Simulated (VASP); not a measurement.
# F2 in VASP: single point with PBEsol

Aim: the single point of F2 with PBEsol.

Everything below comes from runs of VASP 6.6.1. Logs are shortened: lines on timing, memory, paths and dates and some standing lists are left out, and cuts for length are marked.

### 1 The cell of the first run

The cell holds a molecule in a box, 2 atoms: a = 9.000 Å, b = 9.500 Å, c = 10.000 Å, α = 90.00°, β = 90.00°, γ = 90.00°.

### 2 Single point, PBEsol

File INCAR:

```
PREC     = Accurate       # precision mode
ENCUT    = 1010           # plane-wave cutoff, eV
EDIFF    = 1E-6           # SCF threshold, eV
ISMEAR   = 0              # smearing method
SIGMA    = 0.05           # smearing width, eV
LREAL    = F              # projectors in reciprocal space
LASPH    = T              # aspherical terms in the spheres
NELM     = 120            # most SCF steps
ALGO     = Normal         # electronic algorithm
ISIF     = 2              # what is computed and relaxed
LWAVE    = F              # write WAVECAR
LCHARG   = F              # write CHGCAR
GGA      = PS             # functional
NBANDS   = 14             # bands
GGA_COMPAT= F            
NELMDL   = -8
```

File KPOINTS:

```
regular mesh
0
Gamma
  1 1 1
```

File POSCAR:

```
F
1.0
    9.0000000000      0.0000000000      0.0000000000
    0.0000000000      9.5000000000      0.0000000000
    0.0000000000      0.0000000000     10.0000000000
F
2
Direct
    0.5000000000      0.5000000000      0.4301114142
    0.5000000000      0.5000000000      0.5698885858
```

Potentials or basis: VASP PAW PBE potentials, release 64 (F_h).

Command:

```bash
cat potpaw_PBE.64/F_h/POTCAR > POTCAR
mpirun -np 1 vasp_gam > vasp.out
```

OUTCAR:

```text
PREC = Accurate
   ENCUT = 1010
   EDIFF = 1E-6
   ISMEAR = 0
   LREAL = F
   LASPH = T
   NELM = 120
   ISIF = 2
   GGA = PS
   NELMDL = -8

 ion  position               nearest neighbor table
   1  0.500  0.500  0.430-   2 1.40
   2  0.500  0.500  0.570-   1 1.40

  LATTYP: Found a simple orthorhombic cell.
 ALAT       =     9.0000000000
 B/A-ratio  =     1.0555555556
 C/A-ratio  =     1.1111111111

  Lattice vectors:

 A1 = (   9.0000000000,   0.0000000000,   0.0000000000)
 A2 = (   0.0000000000,   9.5000000000,   0.0000000000)
 A3 = (   0.0000000000,   0.0000000000,  10.0000000000)

Analysis of symmetry for initial positions (statically):
=====================================================================
 Subroutine PRICEL returns:
 Original cell was already a primitive cell.

 Routine SETGRP: Setting up the symmetry group for a
 simple orthorhombic supercell.

 Subroutine GETGRP returns: Found  8 space group operations
 (whereof  8 operations were pure point group operations)
 out of a pool of  8 trial point group operations.

The static configuration has the point symmetry D_2h.

Analysis of symmetry for dynamics (positions and initial velocities):
=====================================================================
 Subroutine PRICEL returns:
 Original cell was already a primitive cell.

 Routine SETGRP: Setting up the symmetry group for a
 simple orthorhombic supercell.

 Subroutine GETGRP returns: Found  8 space group operations
 (whereof  8 operations were pure point group operations)
 out of a pool of  8 trial point group operations.

The dynamic configuration has the point symmetry D_2h.

 Subroutine INISYM returns: Found  8 space group operations
 (whereof  8 operations are pure point group operations),
 and found     1 'primitive' translations

----------------------------------------------------------------------------------------

                                     Primitive cell

  volume of cell :     855.0000

  direct lattice vectors                    reciprocal lattice vectors
     9.000000000  0.000000000  0.000000000     0.111111111  0.000000000  0.000000000
     0.000000000  9.500000000  0.000000000     0.000000000  0.105263158  0.000000000
     0.000000000  0.000000000 10.000000000     0.000000000  0.000000000  0.100000000
[... 50 lines left out ...]
 SYSTEM =  unknown system
   PREC   = accura    normal or accurate (medium, high low for compatibility)
   ISTART =      0    job   : 0-new  1-cont  2-samecut
   ICHARG =      2    charge: 1-file 2-atom 10-const
   ISPIN  =      1    spin polarized calculation?
   LNONCOLLINEAR =      F non collinear calculations
   LSORBIT =      F    spin-orbit coupling
   LASPH  =      T    aspherical Exc in radial PAW
   ENCUT  = 1010.0 eV  74.23 Ry    8.62 a.u.  23.32 24.62 25.91*2*pi/ulx,y,z
   NELM   =    120;   NELMIN=  2; NELMDL= -8     # of ELM steps
   EDIFF  = 0.1E-05   stopping-criterion for ELM
   LREAL  =      F    real-space projection
[... 7 lines left out ...]
   TEBEG  =    0.0;   TEEND  =   0.0 temperature during run
   PSTRESS=    0.0 pullay stress
   NELECT =      14.0000    total number of electrons
   NUPDOWN=      -1.0000    fix difference up-down
   EMIN   =  10.00;   EMAX   =-10.00  energy-range for DOS
   EFERMI =   0.00;   METHOD = LEGACY
   ISMEAR =     0;   SIGMA  =   0.05  broadening in eV -4-tet -1-fermi 0-gaus
   EFERMI_NEDOS =   21; number of points for ismear=-14 and -15
   IALGO  =     38    algorithm
   IMIX   =      4    mixing-type and parameters
     AMIX     =   0.40;   BMIX     =  1.00
     AMIX_MAG =   1.60;   BMIX_MAG =  1.00
  volume/ion in A,a.u.               =     427.50      2884.91
  Fermi-wavevector in a.u.,A,eV,Ry     =   0.415715  0.785587  2.351342  0.172819
  Thomas-Fermi vector in A             =   1.374838
   LORBIT       =      0    0 simple, 1 ext, 2 COOP (PROOUT), +10 PAW based schemes
   GGA     = PS    functional components
   LHFCALC =     F    Hartree Fock is set to
   AEXX    =    0.0000 exact exchange contribution
   IVDW    =     0    specifies the selected vdW correction
   LEPSILON=     F    determine dielectric tensor
   LRPA    =     F    only Hartree local field effects (RPA)
 non-spin polarized calculation
 Gauss-broadening in eV      SIGMA  =   0.05
  energy-cutoff  :     1010.00
  volume of cell :      855.00
 maximum number of plane-waves:     31153
 NGX is ok and might be reduce to    96
   NGX = 47   NGY = 49   NGZ = 51

 number of electron      13.9999997 magnetization

 Free energy of the ion-electron system (eV)
  ---------------------------------------------------
  ext. energy  EPLUGINS =         0.00000000
  ---------------------------------------------------
  free energy    TOTEN  =        -3.95557466 eV

  energy without entropy =       -3.95557466  energy(sigma->0) =       -3.95557466

 E-fermi :  -8.8727     XC(G=0):  -0.5993

 val. band max:       -9.1452960656   @ k =   0.0000   0.0000   0.0000
 cond. band min:      -5.4044994175   @ k =   0.0000   0.0000   0.0000
 fundamental gap:      3.7407966482
 Fermi energy:        -8.8727451332

 k-point     1 :       0.0000    0.0000    0.0000
  band No.  band energies     occupation
      1     -33.9478      2.00000
      2     -27.2830      2.00000
      3     -15.3375      2.00000
      4     -12.7105      2.00000
      5     -12.7105      2.00000
      6      -9.1453      2.00000
      7      -9.1453      2.00000
      8      -5.4045      0.00000
      9      -0.2409      0.00000
     10       1.2515      0.00000
     11       1.3085      0.00000
     12       1.4103      0.00000
     13       1.5616      0.00000
     14       1.5798      0.00000

------------------------ aborting loop because EDIFF is reached ----------------------------------------

  FORCE on cell =-STRESS in cart. coord.  units (eV):
  Direction    XX          YY          ZZ          XY          YZ          ZX
  --------------------------------------------------------------------------------------
  -------------------------------------------------------------------------------------
  Total       -0.0351768     -0.0327954      0.0361381      0.0000000      0.0000000      0.0000000
  in kB       -0.0659176     -0.0614549      0.0677189      0.0000000      0.0000000      0.0000000
  external PRESSURE =      -0.0198846 kB  Pullay stress =       0.0000000 kB

 VOLUME and BASIS-vectors are now :
 -----------------------------------------------------------------------------
  energy-cutoff  :     1010.00
  volume of cell :      855.00
      direct lattice vectors                 reciprocal lattice vectors
     9.000000000  0.000000000  0.000000000     0.111111111  0.000000000  0.000000000
     0.000000000  9.500000000  0.000000000     0.000000000  0.105263158  0.000000000
     0.000000000  0.000000000 10.000000000     0.000000000  0.000000000  0.100000000

 POSITION                                       TOTAL-FORCE (eV/Angst)
 -----------------------------------------------------------------------------------
      4.50000      4.75000      4.30111         0.000000     -0.000000     -0.047438
      4.50000      4.75000      5.69889         0.000000      0.000000      0.047438
 -----------------------------------------------------------------------------------
    total drift:                                0.000000      0.000000      0.000000

  FREE ENERGIE OF THE ION-ELECTRON SYSTEM (eV)
  ---------------------------------------------------
  free  energy   TOTEN  =        -3.9555746563 eV

  energy  without entropy=       -3.9555746563  energy(sigma->0) =       -3.95557466
```

Wall time 3.9 min (1 thread of Intel Xeon Platinum 8375C at 2.90GHz (Ice Lake), shared host); peak memory 1.5 GiB.

What came out:

```
Free energy                     : -3.9556 eV
Largest force                   : 0.047 eV/Å
Gap between the frontier levels : 3.74 eV
```

Forces in eV/Å, atoms in the order of the input:
```
F    0.000  0.000 -0.047
F    0.000  0.000  0.047
```

Levels at points of the mesh, in eV from the valence-band top:
| k point | band 3 | band 4 | band 5 | band 6 | band 7 | band 8 | band 9 | band 10 | band 11 | band 12 |
| --- | --- | --- | --- | --- | --- | --- | --- | --- | --- | --- |
| (0.00, 0.00, 0.00) | -6.19 | -3.57 | -3.57 | 0.00 | 0.00 | 3.74 | 8.90 | 10.40 | 10.45 | 10.56 |

Caveat: the PAW data sets were made with another functional, which shifts forces and pressure a little.
